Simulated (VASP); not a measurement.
# Ta (P6/mmm) in VASP: a series of runs

Runs on Ta. Level: PBE. Tasks: single point.

Everything below comes from runs of VASP 6.6.1. Logs are shortened: lines on timing, memory, paths and dates and some standing lists are left out, and cuts for length are marked.

### 1 The cell of the first run

It takes space group P6/mmm (No. 191, hexagonal). The conventional cell has a = 4.928 Å, b = 4.928 Å, c = 2.767 Å, α = 90.00°, β = 90.00°, γ = 120.00°. Within 3.6 Å of Ta (site symmetry 6/mmm) lie 14 Ta at 2.77 to 3.16 Å. Ta (site symmetry -6m2) has 11 Ta at 2.77 to 3.16 Å within 3.6 Å.

This isn't the form of Ta at room conditions, which is bcc.

### 2 Single point, PBE (19.40 Å³/atom)

INCAR reads:

```
SYSTEM = Ta
  PREC = Accurate
  ENCUT = 520
  EDIFF = 1E-7
  ISMEAR = -1
  SIGMA = 0.1
  LREAL = .FALSE.
  LASPH = .TRUE.
  NELM = 80
  ALGO = Normal
  ISIF = 2
  LWAVE = .FALSE.
  LCHARG = .TRUE.
  GGA = PE
  LELF = .TRUE.
  LVHAR = .TRUE.
  NBANDS = 24
```

KPOINTS reads:

```
Automatic mesh
0
G
  9 9 13
  0 0 0
```

POSCAR reads:

```
Ta
1.0
    4.9278333210      0.0000000000      0.0000000000
   -2.4639166605      4.2676288416      0.0000000000
    0.0000000000      0.0000000000      2.7667440425
Ta
3
Direct
    1.0000000000      1.0000000000      0.0000000000
    0.3333333333      0.6666666667      0.5000000000
    0.6666666667      0.3333333333      0.5000000000
```

Potentials or basis: VASP PAW PBE potentials, release 64 (Ta_pv).

The run is started by

```bash
$ cat potpaw_PBE.64/Ta_pv/POTCAR > POTCAR
$ mpirun -np 1 vasp_std > vasp.out
```

OUTCAR:

```text
SYSTEM = Ta
   PREC = Accurate
   ENCUT = 520
   EDIFF = 1E-7
   ISMEAR = -1
   LREAL = .FALSE.
   LASPH = .TRUE.
   NELM = 80
   ISIF = 2
   GGA = PE

 ion  position               nearest neighbor table
   1  0.000  0.000  0.000-   2 3.16   3 3.16   2 3.16   3 3.16   2 3.16   2 3.16   3 3.16   3 3.16
                             3 3.16   3 3.16   2 3.16   2 3.16
   2  0.333  0.667  0.500-   3 2.85   3 2.85   3 2.85   1 3.16   1 3.16   1 3.16   1 3.16   1 3.16
                             1 3.16
   3  0.667  0.333  0.500-   2 2.85   2 2.85   2 2.85   1 3.16   1 3.16   1 3.16   1 3.16   1 3.16
                             1 3.16

  LATTYP: Found a hexagonal cell.
 ALAT       =     4.9278333210
 C/A-ratio  =     0.5614524401

  Lattice vectors:

 A1 = (   4.9278333210,   0.0000000000,   0.0000000000)
 A2 = (  -2.4639166605,   4.2676288416,   0.0000000000)
 A3 = (   0.0000000000,   0.0000000000,   2.7667440425)

Analysis of symmetry for initial positions (statically):
=====================================================================
 Subroutine PRICEL returns:
 Original cell was already a primitive cell.

 Routine SETGRP: Setting up the symmetry group for a
 hexagonal supercell.

 Subroutine GETGRP returns: Found 24 space group operations
 (whereof 24 operations were pure point group operations)
 out of a pool of 24 trial point group operations.

The static configuration has the point symmetry D_6h.

Analysis of symmetry for dynamics (positions and initial velocities):
=====================================================================
 Subroutine PRICEL returns:
 Original cell was already a primitive cell.

 Routine SETGRP: Setting up the symmetry group for a
 hexagonal supercell.

 Subroutine GETGRP returns: Found 24 space group operations
 (whereof 24 operations were pure point group operations)
 out of a pool of 24 trial point group operations.

The dynamic configuration has the point symmetry D_6h.

 Subroutine INISYM returns: Found 24 space group operations
 (whereof 24 operations are pure point group operations),
 and found     1 'primitive' translations

----------------------------------------------------------------------------------------

                                     Primitive cell

  volume of cell :      58.1851

  direct lattice vectors                    reciprocal lattice vectors
     4.927833321  0.000000000  0.000000000     0.202928942  0.117161079  0.000000000
    -2.463916660  4.267628842  0.000000000     0.000000000  0.234322158  0.000000000
     0.000000000  0.000000000  2.766744043     0.000000000  0.000000000  0.361435675

  length of vectors
     4.927833321  4.927833321  2.766744043     0.234322158  0.234322158  0.361435675

  position of ions in fractional coordinates (direct lattice)
     0.000000000  0.000000000  0.000000000
     0.333333333  0.666666667  0.500000000
     0.666666667  0.333333333  0.500000000

  ion indices of the primitive-cell ions
   primitive index   ion index
                 1           1
                 2           2
                 3           3

----------------------------------------------------------------------------------------

 KPOINTS: Automatic mesh

Automatic generation of k-mesh.
 Grid dimensions read from file:
 generate k-points for:    9    9   13

 Generating k-lattice:

  Cartesian coordinates                     Fractional coordinates (reciprocal lattice)
     0.022547660  0.013017898  0.000000000     0.111111111  0.000000000  0.000000000
     0.000000000  0.026035795  0.000000000     0.000000000  0.111111111  0.000000000
     0.000000000  0.000000000  0.027802744     0.000000000  0.000000000  0.076923077

  Length of vectors
     0.026035795  0.026035795  0.027802744

  Shift w.r.t. Gamma in fractional coordinates (k-lattice)
     0.000000000  0.000000000  0.000000000

 Subroutine IBZKPT returns following result:
 ===========================================

 Found     84 irreducible k-points:

 Following reciprocal coordinates:
            Coordinates               Weight
  0.000000  0.000000  0.000000      1.000000
  0.111111 -0.000000  0.000000      6.000000
  0.222222  0.000000  0.000000      6.000000
  0.333333  0.000000  0.000000      6.000000
  0.444444  0.000000  0.000000      6.000000
  0.111111  0.111111  0.000000      6.000000
[... 16 lines left out ...]
  0.333333  0.222222  0.076923     24.000000
  0.333333  0.333333  0.076923      4.000000
 [... further k-points ...]
   k-points           NKPTS =     84   k-points in BZ     NKDIM =     84   number of bands    NBANDS=     24
   number of dos      NEDOS =    301   number of ions     NIONS =      3
   total plane-waves  NPLWV =  38400
   dimension x,y,z NGX =    40 NGY =   40 NGZ =   24
   dimension x,y,z NGXF=    80 NGYF=   80 NGZF=   48
   ions per type =               3
   NGX,Y,Z   is equivalent  to a cutoff of  13.49, 13.49, 14.42 a.u.
   NGXF,Y,Z  is equivalent  to a cutoff of  26.99, 26.99, 28.84 a.u.
 SYSTEM =  Ta
   PREC   = accura    normal or accurate (medium, high low for compatibility)
   ISTART =      0    job   : 0-new  1-cont  2-samecut
   ICHARG =      2    charge: 1-file 2-atom 10-const
   ISPIN  =      1    spin polarized calculation?
   LNONCOLLINEAR =      F non collinear calculations
   LSORBIT =      F    spin-orbit coupling
   LASPH  =      T    aspherical Exc in radial PAW
   ENCUT  =  520.0 eV  38.22 Ry    6.18 a.u.   9.16  9.16  5.14*2*pi/ulx,y,z
   NELM   =     80;   NELMIN=  2; NELMDL= -5     # of ELM steps
   EDIFF  = 0.1E-06   stopping-criterion for ELM
   LREAL  =      F    real-space projection
   EDIFFG = 0.1E-05   stopping-criterion for IOM
   NSW    =      0    number of steps for IOM
   IBRION =     -1    ionic relax: 0-MD 1-quasi-New 2-CG
   NFREE  =      0    steps in history (QN), initial steepest desc. (CG)
   ISIF   =      2    stress and relaxation
   ISYM   =      2    0-nonsym 1-usesym 2-fastsym
   POTIM  = 0.5000    time-step for ionic-motion
   TEBEG  =    0.0;   TEEND  =   0.0 temperature during run
   PSTRESS=    0.0 pullay stress
   NELECT =      33.0000    total number of electrons
   NUPDOWN=      -1.0000    fix difference up-down
   EMIN   =  10.00;   EMAX   =-10.00  energy-range for DOS
   EFERMI =   0.00;   METHOD = LEGACY
   ISMEAR =    -1;   SIGMA  =   0.10  broadening in eV -4-tet -1-fermi 0-gaus
   EFERMI_NEDOS =   21; number of points for ismear=-14 and -15
   IALGO  =     38    algorithm
   IMIX   =      4    mixing-type and parameters
     AMIX     =   0.40;   BMIX     =  1.00
     AMIX_MAG =   1.60;   BMIX_MAG =  1.00
  volume/ion in A,a.u.               =      19.40       130.88
  Fermi-wavevector in a.u.,A,eV,Ry     =   1.355113  2.560793 24.984813  1.836332
  Thomas-Fermi vector in A             =   2.482228
   LORBIT       =      0    0 simple, 1 ext, 2 COOP (PROOUT), +10 PAW based schemes
   GGA     = PE    functional components
   LHFCALC =     F    Hartree Fock is set to
   AEXX    =    0.0000 exact exchange contribution
   IVDW    =     0    specifies the selected vdW correction
   LEPSILON=     F    determine dielectric tensor
   LRPA    =     F    only Hartree local field effects (RPA)
 non-spin polarized calculation
  energy-cutoff  :      520.00
  volume of cell :       58.19
 maximum number of plane-waves:      1584
 NGX is ok and might be reduce to    40
   NGX = 19   NGY = 19   NGZ = 11

 number of electron      33.0000003 magnetization

 Free energy of the ion-electron system (eV)
  ---------------------------------------------------
  ext. energy  EPLUGINS =         0.00000000
  ---------------------------------------------------
  free energy    TOTEN  =       -34.77104071 eV

  energy without entropy =      -34.66269303  energy(sigma->0) =      -34.71686687

 E-fermi :   5.1976     XC(G=0): -12.2304

 val. band max:        5.1874614589   @ k =   0.3333   0.0000   0.0769
 cond. band min:       5.2027058438   @ k =   0.2222   0.0000   0.4615
 fundamental gap:      0.0152443850
 Fermi energy:         5.1975701881

 k-point     1 :       0.0000    0.0000    0.0000
  band No.  band energies     occupation
      1     -29.1987      2.00000
      2     -29.1987      2.00000
      3     -29.0574      2.00000
      4     -29.0574      2.00000
      5     -28.5191      2.00000
      6     -28.5191      2.00000
[... 16 lines left out ...]
     23       8.3833      0.00000
     24      11.3428      0.00000

 k-point     2 :       0.1111   -0.0000    0.0000
  band No.  band energies     occupation
      1     -29.2416      2.00000
      2     -29.2236      2.00000
      3     -29.0082      2.00000
      4     -29.0000      2.00000
      5     -28.5534      2.00000
      6     -28.5247      2.00000
[... 16 lines left out ...]
     23       8.8838      0.00000
     24      11.0566      0.00000

 k-point     3 :       0.2222    0.0000    0.0000
  band No.  band energies     occupation
      1     -29.3068      2.00000
      2     -29.2340      2.00000
      3     -28.9250      2.00000
      4     -28.9021      2.00000
      5     -28.6453      2.00000
      6     -28.5408      2.00000
[... 16 lines left out ...]
     23       9.4920      0.00000
     24      10.3736      0.00000

 k-point     4 :       0.3333    0.0000    0.0000
  band No.  band energies     occupation
      1     -29.3577      2.00000
      2     -29.1935      2.00000
      3     -28.8560      2.00000
      4     -28.8479      2.00000
      5     -28.7365      2.00000
      6     -28.5648      2.00000
[... 16 lines left out ...]
     23       9.8300      0.00000
     24      10.0571      0.00000

 k-point     5 :       0.4444    0.0000    0.0000
  band No.  band energies     occupation
      1     -29.3849      2.00000
      2     -29.1043      2.00000
      3     -28.9625      2.00000
      4     -28.7972      2.00000
      5     -28.7219      2.00000
      6     -28.5868      2.00000
[... 451 lines left out ...]
 k-point    22 :       0.2222    0.2222    0.0769
  band No.  band energies     occupation
      1     -29.3010      2.00000
      2     -29.2233      2.00000
      3     -28.9069      2.00000
      4     -28.7817      2.00000
      5     -28.7522      2.00000
      6     -28.5577      2.00000
[... 16 lines left out ...]
     23       9.9792      0.00000
     24      10.0475      0.00000

 k-point    23 :       0.3333    0.2222    0.0769
  band No.  band energies     occupation
      1     -29.3006      2.00000
      2     -29.1588      2.00000
      3     -29.0249      2.00000
      4     -28.7483      2.00000
      5     -28.7280      2.00000
      6     -28.5631      2.00000
[... 16 lines left out ...]
     23       9.5221      0.00000
     24      10.2015      0.00000

 k-point    24 :       0.3333    0.3333    0.0769
  band No.  band energies     occupation
      1     -29.2641      2.00000
      2     -29.1229      2.00000
      3     -29.1229      2.00000
      4     -28.7274      2.00000
      5     -28.7274      2.00000
      6     -28.5592      2.00000
[... 16 lines left out ...]
     23       9.1051      0.00000
     24       9.8262      0.00000

 [... further k-points ...]

------------------------ aborting loop because EDIFF is reached ----------------------------------------

  FORCE on cell =-STRESS in cart. coord.  units (eV):
  Direction    XX          YY          ZZ          XY          YZ          ZX
  --------------------------------------------------------------------------------------
  -------------------------------------------------------------------------------------
  Total       -2.3249643     -2.3249643     -2.6312250      0.0000000      0.0000000      0.0000000
  in kB      -64.0199365    -64.0199365    -72.4530942      0.0000000      0.0000000      0.0000000
  external PRESSURE =     -66.8309891 kB  Pullay stress =       0.0000000 kB

 VOLUME and BASIS-vectors are now :
 -----------------------------------------------------------------------------
  energy-cutoff  :      520.00
  volume of cell :       58.19
      direct lattice vectors                 reciprocal lattice vectors
     4.927833321  0.000000000  0.000000000     0.202928942  0.117161079  0.000000000
    -2.463916660  4.267628842  0.000000000     0.000000000  0.234322158  0.000000000
     0.000000000  0.000000000  2.766744043     0.000000000  0.000000000  0.361435675

 POSITION                                       TOTAL-FORCE (eV/Angst)
 -----------------------------------------------------------------------------------
      0.00000      0.00000      0.00000         0.000000      0.000000      0.000000
     -0.00000      2.84509      1.38337        -0.000000      0.000000      0.000000
      2.46392      1.42254      1.38337         0.000000     -0.000000      0.000000
 -----------------------------------------------------------------------------------
    total drift:                                0.000000     -0.000000      0.000000

  FREE ENERGIE OF THE ION-ELECTRON SYSTEM (eV)
  ---------------------------------------------------
  free  energy   TOTEN  =       -34.7710407086 eV

  energy  without entropy=      -34.6626930329  energy(sigma->0) =      -34.71686687
```

Run time: 2 min. Hardware: 1 thread of Intel Xeon Platinum 8259CL at 2.50GHz (Skylake/Cascade Lake), shared host; peak memory 0.24 GiB.

What came out:

- Free energy: -34.7710 eV
- Pressure: -6.7 GPa
- Band gap on the k mesh: zero (an odd number of electrons rules out a gap without spin polarisation)

Levels at points of the mesh, in eV from the Fermi level:
```tsv
k point	band 15	band 16	band 17	band 18	band 19	band 20
(0.00, 0.00, 0.00)	-1.40	-1.40	-0.64	0.98	0.98	3.14
```

Caveat: the cell stands under tension; spin-orbit coupling is left out, which moves the levels of the heavy elements.

### 3 Single point, PBE (20.14 Å³/atom)

This run uses another cell than the first one, of 20.14 Å³/atom.

INCAR reads:

```
PREC = Accurate
ENCUT = 520
EDIFF = 1E-7
ISMEAR = -1
SIGMA = 0.1
LREAL = False
LASPH = True
NELM = 80
ALGO = Normal
ISIF = 2
LWAVE = False
LCHARG = False
GGA = PE
NBANDS = 24
```

KPOINTS reads:

```
regular mesh
0
Gamma
  9 9 13
```

POSCAR reads:

```
Ta
1.0
    4.9902175806      0.0000000000      0.0000000000
   -2.4951087903      4.3216551952      0.0000000000
    0.0000000000      0.0000000000      2.8017698372
Ta
3
Direct
    1.0000000000      1.0000000000      0.0000000000
    0.3333333333      0.6666666667      0.5000000000
    0.6666666667      0.3333333333      0.5000000000
```

Potentials or basis: VASP PAW PBE potentials, release 64 (Ta_pv).

The run is started by

```bash
$ cat potpaw_PBE.64/Ta_pv/POTCAR > POTCAR
$ mpirun -np 1 vasp_std > vasp.out
```

Wall time 2.1 min (1 thread of Intel Xeon Platinum 8259CL at 2.50GHz (Skylake/Cascade Lake), shared host); peak memory 0.24 GiB.

Results (log left out):

```yaml
Free_energy: -34.6380 eV
Pressure: -12.3 GPa
Band_gap_on_the_k_mesh: zero (an odd number of electrons rules out a gap without spin polarisation)
```

Stress tensor (GPa, compression positive):
```
-11.81   0.00   0.00
  0.00 -11.81   0.00
  0.00   0.00 -13.24
```

Levels at points of the mesh, in eV from the Fermi level:
```tsv
k point	band 15	band 16	band 17	band 18	band 19	band 20
(0.00, 0.00, 0.00)	-1.37	-1.37	-0.61	0.95	0.95	3.02
```

Caveat: the cell stands under tension; spin-orbit coupling is left out, which moves the levels of the heavy elements.

### 4 Single point, PBE (20.89 Å³/atom)

This run uses another cell than the first one, of 20.89 Å³/atom.

INCAR is that of step 3.

KPOINTS is that of step 3.

POSCAR reads:

```
Ta
1.0
    5.0510798908      0.0000000000      0.0000000000
   -2.5255399454      4.3743635020      0.0000000000
    0.0000000000      0.0000000000      2.8359411298
Ta
3
Direct
    1.0000000000      1.0000000000      0.0000000000
    0.3333333333      0.6666666667      0.5000000000
    0.6666666667      0.3333333333      0.5000000000
```

The run is started by

```bash
$ cat potpaw_PBE.64/Ta_pv/POTCAR > POTCAR
$ mpirun -np 1 vasp_std > vasp.out
```

It took 2.1 min on 1 thread of Intel Xeon Platinum 8259CL at 2.50GHz (Skylake/Cascade Lake), shared host; peak memory 0.24 GiB.

It converged, with:

```yaml
Free_energy: -34.4336 eV
Pressure: -16.9 GPa
Band_gap_on_the_k_mesh: zero (an odd number of electrons rules out a gap without spin polarisation)
```

Stress tensor (GPa, compression positive):
```
-16.27   0.00   0.00
  0.00 -16.27   0.00
  0.00   0.00 -18.19
```

Levels at points of the mesh, in eV from the Fermi level:
| k point | band 14 | band 15 | band 16 | band 17 | band 18 | band 19 | band 20 | band 21 |
| --- | --- | --- | --- | --- | --- | --- | --- | --- |
| (0.00, 0.00, 0.00) | -1.37 | -1.34 | -1.34 | -0.58 | 0.93 | 0.93 | 2.91 | 2.91 |

Caveat: the cell stands under tension; spin-orbit coupling is left out, which moves the levels of the heavy elements.

### 5 Single point, PBE

This run uses another cell than the first one, of 18.65 Å³/atom.

INCAR reads:

```
PREC     = Accurate       # precision mode
ENCUT    = 520            # plane-wave cutoff, eV
EDIFF    = 1E-6           # SCF threshold, eV
ISMEAR   = -1             # smearing method
SIGMA    = 0.1            # smearing width, eV
LREAL    = False          # projectors in reciprocal space
LASPH    = True           # aspherical terms in the spheres
NELM     = 60             # most SCF steps
ALGO     = Normal         # electronic algorithm
ISIF     = 2              # what is computed and relaxed
LWAVE    = False          # write WAVECAR
LCHARG   = False          # write CHGCAR
GGA      = PE             # functional
NBANDS   = 24             # bands
```

KPOINTS reads:

```
regular mesh
0
Gamma
  10 10 15
```

POSCAR reads:

```
Ta
1.0
    4.8638282410      0.0000000000      0.0000000000
   -2.4319141205      4.2121988164      0.0000000000
    0.0000000000      0.0000000000      2.7308082342
Ta
3
Direct
    1.0000000000      1.0000000000      0.0000000000
    0.3333333333      0.6666666667      0.5000000000
    0.6666666667      0.3333333333      0.5000000000
```

The run is started by

```bash
$ cat potpaw_PBE.64/Ta_pv/POTCAR > POTCAR
$ mpirun -np 1 vasp_std > vasp.out
```

Run time: 1.8 min. Hardware: 1 thread of Intel Xeon Platinum 8259CL at 2.50GHz (Skylake/Cascade Lake), shared host; peak memory 0.25 GiB.

It converged, with:

| Property | Result |
| --- | --- |
| Free energy | -34.8142 eV |
| Pressure | 0.0 GPa |
| Band gap on the k mesh | zero (an odd number of electrons rules out a gap without spin polarisation) |

Levels at points of the mesh, in eV from the Fermi level:
| k point | band 14 | band 15 | band 16 | band 17 | band 18 | band 19 | band 20 | band 21 |
| --- | --- | --- | --- | --- | --- | --- | --- | --- |
| (0.00, 0.00, 0.00) | -1.45 | -1.44 | -1.44 | -0.68 | 0.99 | 0.99 | 3.24 | 3.24 |
| (0.50, 0.00, 0.00) | -1.71 | -1.53 | -0.93 | -0.67 | 0.73 | 2.11 | 3.46 | 3.51 |

Caveat: spin-orbit coupling is left out, which moves the levels of the heavy elements.

### 6 Summary

```csv
cell,k mesh,gap on the mesh (eV),pressure (GPa)
"a = 4.928, b = 4.928, c = 2.767 Å, angles 90.0, 90.0, 120.0°, 3 atoms",9 × 9 × 13,none,-6.7
"a = 4.990, b = 4.990, c = 2.802 Å, angles 90.0, 90.0, 120.0°, 3 atoms",9 × 9 × 13,none,-12.3
"a = 5.051, b = 5.051, c = 2.836 Å, angles 90.0, 90.0, 120.0°, 3 atoms",9 × 9 × 13,none,-16.9
"a = 4.864, b = 4.864, c = 2.731 Å, angles 90.0, 90.0, 120.0°, 3 atoms",10 × 10 × 15,none,0.0
```

Alike in all rows: task single point; level PBE; potentials or basis VASP PAW PBE potentials, release 64 (Ta_pv); no spin polarisation; cutoff (eV) 520; smearing fermi-dirac 0.1 eV.

Caveats: spin-orbit coupling is left out, which moves the levels of the heavy elements; the cell stands under tension (at least some runs).

Total energies depend on the potentials used, so only differences within one code and one set of settings carry meaning.
